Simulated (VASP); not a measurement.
# Li (P6_3/mmc) in VASP: further runs

Li is run at these levels: LDA; tasks: single point.

All numbers are computed with VASP 6.6.1; they aren't measurements. Logs are shortened: lines on timing, memory, paths and dates and some standing lists are left out, and cuts for length are marked.

### 1 The cell of the first run

The structure is hexagonal, space group P6_3/mmc (No. 194). The conventional cell has a = 2.997 Å, b = 2.997 Å, c = 9.760 Å, α = 90.00°, β = 90.00°, γ = 120.00°. Within 3.9 Å of Li (site symmetry -3m) lie 12 Li at 2.99 to 3.00 Å. Within 3.9 Å of Li (site symmetry -6m2) lie 12 Li at 2.99 to 3.00 Å.

### 2 Single point, LDA

INCAR reads:

```
  PREC = Accurate
  ENCUT = 520
  EDIFF = 1E-7
  ISMEAR = -1
  SIGMA = 0.1
  LREAL = F
  LASPH = T
  NELM = 80
  ALGO = Normal
  ISIF = 2
  LWAVE = F
  LCHARG = F
  GGA = CA
  NBANDS = 14
```

KPOINTS reads:

```
Automatic mesh
0
Gamma
  12 12 3
```

POSCAR reads:

```
Li
1.0
    2.9970963124      0.0000000000      0.0000000000
   -1.4985481562      2.5955615441      0.0000000000
    0.0000000000      0.0000000000      9.7603456713
Li
4
Direct
    1.0000000000      1.0000000000      0.0000000000
    1.0000000000      1.0000000000      0.5000000000
    0.3333333333      0.6666666667      0.2500000000
    0.6666666667      0.3333333333      0.7500000000
```

Potentials or basis: VASP PAW LDA potentials, release 64 (Li_sv).

On the command line:

```sh
> cat potpaw_LDA.64/Li_sv/POTCAR > POTCAR
> mpirun -np 1 vasp_std > vasp.out
```

OUTCAR:

```text
PREC = Accurate
   ENCUT = 520
   EDIFF = 1E-7
   ISMEAR = -1
   LREAL = F
   LASPH = T
   NELM = 80
   ISIF = 2
   GGA = CA

 ion  position               nearest neighbor table
   1  0.000  0.000  0.000-
   2  0.000  0.000  0.500-
   3  0.333  0.667  0.250-
   4  0.667  0.333  0.750-

  LATTYP: Found a hexagonal cell.
 ALAT       =     2.9970963124
 C/A-ratio  =     3.2566006074

  Lattice vectors:

 A1 = (   2.9970963124,   0.0000000000,   0.0000000000)
 A2 = (  -1.4985481562,   2.5955615441,   0.0000000000)
 A3 = (   0.0000000000,   0.0000000000,   9.7603456713)

Analysis of symmetry for initial positions (statically):
=====================================================================
 Subroutine PRICEL returns:
 Original cell was already a primitive cell.

 Routine SETGRP: Setting up the symmetry group for a
 hexagonal supercell.

 Subroutine GETGRP returns: Found 24 space group operations
 (whereof 12 operations were pure point group operations)
 out of a pool of 24 trial point group operations.

The static configuration has the point symmetry D_3d.
 The point group associated with its full space group is D_6h.

Analysis of symmetry for dynamics (positions and initial velocities):
=====================================================================
 Subroutine PRICEL returns:
 Original cell was already a primitive cell.

 Routine SETGRP: Setting up the symmetry group for a
 hexagonal supercell.

 Subroutine GETGRP returns: Found 24 space group operations
 (whereof 12 operations were pure point group operations)
 out of a pool of 24 trial point group operations.

The dynamic configuration has the point symmetry D_3d.
 The point group associated with its full space group is D_6h.

 Subroutine INISYM returns: Found 24 space group operations
 (whereof 12 operations are pure point group operations),
 and found     1 'primitive' translations

----------------------------------------------------------------------------------------

                                     Primitive cell

  volume of cell :      75.9272

  direct lattice vectors                    reciprocal lattice vectors
     2.997096312  0.000000000  0.000000000     0.333656278  0.192636542  0.000000000
    -1.498548156  2.595561544  0.000000000     0.000000000  0.385273084  0.000000000
     0.000000000  0.000000000  9.760345671     0.000000000  0.000000000  0.102455388

  length of vectors
     2.997096312  2.997096312  9.760345671     0.385273084  0.385273084  0.102455388

  position of ions in fractional coordinates (direct lattice)
     0.000000000  0.000000000  0.000000000
     0.000000000  0.000000000  0.500000000
     0.333333333  0.666666667  0.250000000
     0.666666667  0.333333333  0.750000000

  ion indices of the primitive-cell ions
   primitive index   ion index
                 1           1
                 2           2
                 3           3
                 4           4

----------------------------------------------------------------------------------------

 KPOINTS: Automatic mesh

Automatic generation of k-mesh.
 Grid dimensions read from file:
 generate k-points for:   12   12    3

 Generating k-lattice:

  Cartesian coordinates                     Fractional coordinates (reciprocal lattice)
     0.027804690  0.016053045  0.000000000     0.083333333 -0.000000000  0.000000000
     0.000000000  0.032106090  0.000000000     0.000000000  0.083333333  0.000000000
     0.000000000  0.000000000  0.034151796     0.000000000  0.000000000  0.333333333

  Length of vectors
     0.032106090  0.032106090  0.034151796

  Shift w.r.t. Gamma in fractional coordinates (k-lattice)
     0.000000000  0.000000000  0.000000000

 Subroutine IBZKPT returns following result:
 ===========================================

 Found     38 irreducible k-points:

 Following reciprocal coordinates:
            Coordinates               Weight
  0.000000  0.000000  0.000000      1.000000
  0.083333  0.000000  0.000000      6.000000
  0.166667  0.000000  0.000000      6.000000
  0.250000  0.000000  0.000000      6.000000
  0.333333  0.000000  0.000000      6.000000
  0.416667  0.000000  0.000000      6.000000
[... 16 lines left out ...]
  0.250000  0.000000  0.333333     12.000000
  0.333333  0.000000  0.333333     12.000000
 [... further k-points ...]
   k-points           NKPTS =     38   k-points in BZ     NKDIM =     38   number of bands    NBANDS=     14
   number of dos      NEDOS =    301   number of ions     NIONS =      4
   total plane-waves  NPLWV =  46080
   dimension x,y,z NGX =    24 NGY =   24 NGZ =   80
   dimension x,y,z NGXF=    48 NGYF=   48 NGZF=  160
   ions per type =               4
   NGX,Y,Z   is equivalent  to a cutoff of  13.31, 13.31, 13.63 a.u.
   NGXF,Y,Z  is equivalent  to a cutoff of  26.63, 26.63, 27.25 a.u.
 SYSTEM =  unknown system
   PREC   = accura    normal or accurate (medium, high low for compatibility)
[... 79 lines left out ...]

 k-point     2 :       0.0833    0.0000    0.0000
  band No.  band energies     occupation
      1     -44.7309      2.00000
      2     -44.7183      2.00000
      3     -44.7178      2.00000
      4     -44.7052      2.00000
      5      -2.6730      2.00000
      6      -1.5469      2.00000
      7      -1.5461      2.00000
      8       0.9019      0.38081
      9       4.0321      0.00000
     10       9.1815      0.00000
     11       9.1958      0.00000
     12      12.5171      0.00000
     13      12.8284      0.00000
     14      13.6307      0.00000

 k-point     3 :       0.1667    0.0000    0.0000
  band No.  band energies     occupation
      1     -44.7265      2.00000
      2     -44.7151      2.00000
      3     -44.7146      2.00000
      4     -44.7033      2.00000
      5      -2.3409      2.00000
      6      -1.2041      2.00000
      7      -1.2030      2.00000
      8       1.3561      0.00500
      9       4.1094      0.00000
     10       9.0983      0.00000
     11       9.2464      0.00000
     12      10.7603      0.00000
     13      11.5769      0.00000
     14      11.6969      0.00000

 k-point     4 :       0.2500    0.0000    0.0000
  band No.  band energies     occupation
      1     -44.7204      2.00000
      2     -44.7109      2.00000
      3     -44.7104      2.00000
      4     -44.7009      2.00000
      5      -1.7866      2.00000
      6      -0.6412      2.00000
      7      -0.6394      2.00000
      8       2.1099      0.00000
      9       4.1395      0.00000
     10       7.9036      0.00000
     11       8.5554      0.00000
     12       9.4037      0.00000
     13      10.3246      0.00000
     14      10.7056      0.00000

 k-point     5 :       0.3333    0.0000    0.0000
  band No.  band energies     occupation
      1     -44.7139      2.00000
      2     -44.7066      2.00000
      3     -44.7061      2.00000
      4     -44.6988      2.00000
      5      -1.0152      2.00000
      6       0.1147      1.99676
      7       0.1196      1.99660
      8       3.1527      0.00000
      9       3.7887      0.00000
     10       6.4157      0.00000
     11       6.8617      0.00000
[... 276 lines left out ...]
 k-point    22 :       0.1667    0.0000    0.3333
  band No.  band energies     occupation
      1     -44.7250      2.00000
      2     -44.7207      2.00000
      3     -44.7091      2.00000
      4     -44.7049      2.00000
      5      -2.2147      2.00000
      6      -1.8354      2.00000
      7      -0.3321      1.99996
      8       0.6970      1.29190
      9       5.0679      0.00000
     10       6.9742      0.00000
     11      10.4515      0.00000
     12      10.8969      0.00000
     13      11.8502      0.00000
     14      12.0555      0.00000

 k-point    23 :       0.2500    0.0000    0.3333
  band No.  band energies     occupation
      1     -44.7191      2.00000
      2     -44.7155      2.00000
      3     -44.7057      2.00000
      4     -44.7022      2.00000
      5      -1.6600      2.00000
      6      -1.2785      2.00000
      7       0.2491      1.98764
      8       1.3348      0.00618
      9       5.1624      0.00000
     10       6.8702      0.00000
     11       8.6355      0.00000
     12       9.1166      0.00000
     13      10.2928      0.00000
     14      10.8955      0.00000

 k-point    24 :       0.3333    0.0000    0.3333
  band No.  band energies     occupation
      1     -44.7129      2.00000
      2     -44.7101      2.00000
      3     -44.7026      2.00000
      4     -44.6998      2.00000
      5      -0.8903      2.00000
      6      -0.5138      1.99999
      7       1.0013      0.16014
      8       2.1164      0.00000
      9       4.8254      0.00000
     10       5.8296      0.00000
     11       7.4514      0.00000
     12       8.0744      0.00000
     13       9.0980      0.00000
     14       9.3997      0.00000

 [... further k-points ...]

------------------------ aborting loop because EDIFF is reached ----------------------------------------

  FORCE on cell =-STRESS in cart. coord.  units (eV):
  Direction    XX          YY          ZZ          XY          YZ          ZX
  --------------------------------------------------------------------------------------
  -------------------------------------------------------------------------------------
  Total       -0.0458585     -0.0458585     -0.0458206      0.0000000      0.0000000      0.0000000
  in kB       -0.9676829     -0.9676829     -0.9668831      0.0000000      0.0000000      0.0000000
  external PRESSURE =      -0.9674163 kB  Pullay stress =       0.0000000 kB

 VOLUME and BASIS-vectors are now :
 -----------------------------------------------------------------------------
  energy-cutoff  :      520.00
  volume of cell :       75.93
      direct lattice vectors                 reciprocal lattice vectors
     2.997096312  0.000000000  0.000000000     0.333656278  0.192636542  0.000000000
    -1.498548156  2.595561544  0.000000000     0.000000000  0.385273084  0.000000000
     0.000000000  0.000000000  9.760345671     0.000000000  0.000000000  0.102455388

 POSITION                                       TOTAL-FORCE (eV/Angst)
 -----------------------------------------------------------------------------------
      0.00000      0.00000      0.00000        -0.000000      0.000000     -0.000000
      0.00000      0.00000      4.88017        -0.000000      0.000000     -0.000000
     -0.00000      1.73037      2.44009         0.000000      0.000000     -0.000000
      1.49855      0.86519      7.32026         0.000000      0.000000      0.000000
 -----------------------------------------------------------------------------------
    total drift:                               -0.000000      0.000000     -0.000000

  FREE ENERGIE OF THE ION-ELECTRON SYSTEM (eV)
  ---------------------------------------------------
  free  energy   TOTEN  =        -8.2199693045 eV

  energy  without entropy=       -8.1559631723  energy(sigma->0) =       -8.18796624
```

Run time: 26 s. Hardware: 1 thread of Intel Xeon Platinum 8375C at 2.90GHz (Ice Lake), shared host; peak memory 0.16 GiB.

Results:

* Free energy: -8.2200 eV
* Band gap on the k mesh: zero (band 6 reaches 2.39 eV, above the bottom of band 7 at -1.66 eV)

Levels at points of the mesh, in eV from the Fermi level:
```
           k point  band 2  band 3  band 4  band 5  band 6  band 7  band 8  band 9  band 10  band 11
(0.00, 0.00, 0.00)  -45.48  -45.48  -45.46   -3.54   -2.42   -2.42   -0.01    3.24     8.39     8.39
(0.50, 0.00, 0.00)  -45.46  -45.46  -45.46   -0.05    0.54    0.71    1.34    3.64     3.66     5.15
```

Caveat: the cutoff is under 1.25 times the usual one of these potentials, so pressure, stress and relaxed cells hold a basis-set (Pulay) error.

### 3 Single point, LDA (volume scaled by 0.92)

INCAR reads:

```
SYSTEM = Li
PREC = Accurate ; ENCUT = 520
EDIFF = 1E-6 ; ISMEAR = -1
SIGMA = 0.1 ; LREAL = .False.
LASPH = .True. ; NELM = 100
ALGO = Normal ; ISIF = 2
LWAVE = .False. ; LCHARG = .False.
NBANDS = 14
```

KPOINTS reads:

```
Automatic mesh
0
Gamma
  14 14 4
  0 0 0
```

POSCAR reads:

```
Li
1.0
    2.9149423845      0.0000000000      0.0000000000
   -1.4574711923      2.5244141555      0.0000000000
    0.0000000000      0.0000000000      9.4928031399
Li
4
Direct
    1.0000000000      1.0000000000      0.0000000000
    1.0000000000      1.0000000000      0.5000000000
    0.3333333333      0.6666666667      0.2500000000
    0.6666666667      0.3333333333      0.7500000000
```

Potentials or basis: VASP PAW LDA potentials, release 64 (Li_sv).

On the command line:

```sh
> cat potpaw_LDA.64/Li_sv/POTCAR > POTCAR
> mpirun -np 1 vasp_std > vasp.out
```

Wall time 47 s (1 thread of Intel Xeon Platinum 8375C at 2.90GHz (Ice Lake), shared host); peak memory 0.18 GiB.

Results (log left out):

- Free energy: -8.1941 eV
- Band gap on the k mesh: zero (band 6 reaches 2.70 eV, above the bottom of band 7 at -1.47 eV)

Levels at points of the mesh, in eV from the Fermi level:
| k point | band 4 | band 5 | band 6 | band 7 | band 8 | band 9 |
| --- | --- | --- | --- | --- | --- | --- |
| (0.00, 0.00, 0.00) | -45.34 | -3.65 | -2.50 | -2.50 | -0.07 | 3.53 |
| (0.50, 0.00, 0.00) | -45.33 | -0.11 | 0.55 | 0.69 | 1.40 | 3.93 |
| (0.00, 0.00, 0.50) | -45.34 | -3.36 | -3.36 | -1.14 | -1.14 | 5.35 |
| (0.50, 0.00, 0.50) | -45.33 | 0.10 | 0.10 | 1.17 | 1.17 | 4.17 |

Caveat: the cutoff is under 1.25 times the usual one of these potentials, so pressure, stress and relaxed cells hold a basis-set (Pulay) error.

### 4 Single point, LDA

INCAR reads:

```
PREC = Accurate ; ENCUT = 520
EDIFF = 1E-6 ; ISMEAR = -1
SIGMA = 0.1 ; LREAL = False
LASPH = True ; NELM = 60
ALGO = Normal ; ISIF = 2
LWAVE = False ; LCHARG = True
GGA = CA ; LELF = True
LVHAR = True ; NBANDS = 14
```

KPOINTS reads:

```
regular mesh
0
Gamma
  14 14 4
```

POSCAR reads:

```
Li
1.0
    2.9970963124      0.0000000000      0.0000000000
   -1.4985481562      2.5955615441      0.0000000000
    0.0000000000      0.0000000000      9.7603456713
Li
4
Direct
    1.0000000000      1.0000000000      0.0000000000
    1.0000000000      1.0000000000      0.5000000000
    0.3333333333      0.6666666667      0.2500000000
    0.6666666667      0.3333333333      0.7500000000
```

On the command line:

```sh
> cat potpaw_LDA.64/Li_sv/POTCAR > POTCAR
> mpirun -np 1 vasp_std > vasp.out
```

Wall time 49 s (1 thread of Intel Xeon Platinum 8375C at 2.90GHz (Ice Lake), shared host); peak memory 0.18 GiB.

The run converged. Its results:

```
Free energy            : -8.2206 eV
Band gap on the k mesh : zero (band 6 reaches 2.37 eV, above the bottom of band 7 at -1.66 eV)
```

Levels at points of the mesh, in eV from the Fermi level:
| k point | band 3 | band 4 | band 5 | band 6 | band 7 | band 8 | band 9 | band 10 |
| --- | --- | --- | --- | --- | --- | --- | --- | --- |
| (0.00, 0.00, 0.00) | -45.50 | -45.48 | -3.56 | -2.44 | -2.44 | -0.03 | 3.22 | 8.37 |
| (0.50, 0.00, 0.00) | -45.48 | -45.48 | -0.07 | 0.52 | 0.69 | 1.32 | 3.62 | 3.64 |
| (0.00, 0.00, 0.50) | -45.49 | -45.49 | -3.28 | -3.28 | -1.10 | -1.10 | 4.99 | 4.99 |
| (0.50, 0.00, 0.50) | -45.48 | -45.48 | 0.12 | 0.12 | 1.10 | 1.10 | 3.89 | 3.89 |

Caveat: the cutoff is under 1.25 times the usual one of these potentials, so pressure, stress and relaxed cells hold a basis-set (Pulay) error.

### 5 Single point, LDA (volume scaled by 1.04)

INCAR reads:

```
PREC = Accurate
ENCUT = 520
EDIFF = 1E-6
ISMEAR = -1
SIGMA = 0.1
LREAL = F
LASPH = T
NELM = 60
ALGO = Normal
ISIF = 2
LWAVE = F
LCHARG = F
NBANDS = 14
```

KPOINTS is that of step 4.

POSCAR reads:

```
Li
1.0
    3.0365363130      0.0000000000      0.0000000000
   -1.5182681565      2.6297175866      0.0000000000
    0.0000000000      0.0000000000      9.8887860014
Li
4
Direct
    1.0000000000      1.0000000000      0.0000000000
    1.0000000000      1.0000000000      0.5000000000
    0.3333333333      0.6666666667      0.2500000000
    0.6666666667      0.3333333333      0.7500000000
```

On the command line:

```sh
> cat potpaw_LDA.64/Li_sv/POTCAR > POTCAR
> mpirun -np 1 vasp_std > vasp.out
```

Run time: 45 s. Hardware: 1 thread of Intel Xeon Platinum 8375C at 2.90GHz (Ice Lake), shared host; peak memory 0.18 GiB.

The run converged. Its results:

```yaml
Free_energy: -8.2156 eV
Band_gap_on_the_k_mesh: zero (band 6 reaches 2.22 eV, above the bottom of band 7 at -1.74 eV)
```

Levels at points of the mesh, in eV from the Fermi level:
```csv
k point,band 2,band 3,band 4,band 5,band 6,band 7,band 8,band 9,band 10,band 11
"(0.00, 0.00, 0.00)",-45.56,-45.56,-45.55,-3.51,-2.41,-2.41,-0.01,3.09,8.14,8.14
"(0.50, 0.00, 0.00)",-45.55,-45.55,-45.55,-0.06,0.51,0.68,1.28,3.48,3.51,5.01
"(0.00, 0.00, 0.50)",-45.57,-45.56,-45.56,-3.24,-3.24,-1.08,-1.08,4.84,4.84,11.99
"(0.50, 0.00, 0.50)",-45.55,-45.55,-45.55,0.12,0.12,1.07,1.07,3.76,3.76,4.66
```

Caveat: the cutoff is under 1.25 times the usual one of these potentials, so pressure, stress and relaxed cells hold a basis-set (Pulay) error.

### 6 Summary

```tsv
cell	k mesh	gap on the mesh (eV)
a = 2.997, b = 2.997, c = 9.760 Å, angles 90.0, 90.0, 120.0°, 4 atoms	12 × 12 × 3	none
a = 2.915, b = 2.915, c = 9.493 Å, angles 90.0, 90.0, 120.0°, 4 atoms	14 × 14 × 4	none
a = 2.997, b = 2.997, c = 9.760 Å, angles 90.0, 90.0, 120.0°, 4 atoms	14 × 14 × 4	none
a = 3.037, b = 3.037, c = 9.889 Å, angles 90.0, 90.0, 120.0°, 4 atoms	14 × 14 × 4	none
```

Alike in all rows: task single point; level LDA; potentials or basis VASP PAW LDA potentials, release 64 (Li_sv); no spin polarisation; cutoff (eV) 520; smearing fermi-dirac 0.1 eV.

Caveats: the cutoff is under 1.25 times the usual one of these potentials, so pressure, stress and relaxed cells hold a basis-set (Pulay) error.

Total energies depend on the potentials used, so only differences within one code and one set of settings carry meaning.
